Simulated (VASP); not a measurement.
A run of VASP 6.6.1:

POSCAR

```
AlN
1.0
    0.0000000000      2.1628054540      2.1628054540
    2.1628054540      0.0000000000      2.1628054540
    2.1628054540      2.1628054540      0.0000000000
Al N
1 1
Direct
    0.0000000000      0.0000000000      0.0000000000
    0.2500000000      0.2500000000      0.2500000000
```

The input INCAR.step1:

```
SYSTEM = AlN
PREC     = Accurate       ! precision mode
ENCUT    = 520            ! plane-wave cutoff, eV
ISMEAR   = 0              ! smearing method
SIGMA    = 0.01           ! smearing width, eV
LREAL    = .False.        ! projectors in reciprocal space
LASPH    = .True.         ! aspherical terms in the spheres
NELM     = 100            ! most SCF steps
NBANDS   = 11             ! bands
GGA      = PE             ! functional
ALGO     = Normal         ! electronic algorithm
EDIFF    = 1E-4           ! SCF threshold, eV
LWAVE    = .True.         ! write WAVECAR
LCHARG   = .False.        ! write CHGCAR
```

Contents of INCAR.step2:

```
SYSTEM = AlN
PREC     = Accurate       ! precision mode
ENCUT    = 520            ! plane-wave cutoff, eV
EDIFF    = 1E-6           ! SCF threshold, eV
ISMEAR   = 0              ! smearing method
SIGMA    = 0.01           ! smearing width, eV
LREAL    = .False.        ! projectors in reciprocal space
LASPH    = .True.         ! aspherical terms in the spheres
NELM     = 100            ! most SCF steps
ALGO     = Normal         ! electronic algorithm
ISIF     = 2              ! what is computed and relaxed
LWAVE    = .False.        ! write WAVECAR
LCHARG   = .False.        ! write CHGCAR
METAGGA  = R2SCAN         ! meta-GGA
LMIXTAU  = .True.       
NBANDS   = 11             ! bands
ISTART   = 1
```

The input KPOINTS:

```
Automatic mesh
0
Gamma
  8 8 8
  0 0 0
```

Potentials or basis: VASP PAW PBE potentials, release 64 (Al, N).

The run is started by

```bash
$ cat potpaw_PBE.64/Al/POTCAR potpaw_PBE.64/N/POTCAR > POTCAR
$ cp INCAR.step1 INCAR
$ mpirun -np 1 vasp_std > vasp.out
$ cp INCAR.step2 INCAR
$ mpirun -np 1 vasp_std > vasp.out
```

Hardware: 1 thread of Intel Xeon 8259CL, on a shared host.

Question: Estimate the wall time of this run.

Answer: It took 35 s on 1 thread of Intel Xeon 8259CL (shared host), peak memory 0.14 GiB. Counts: k points 29.
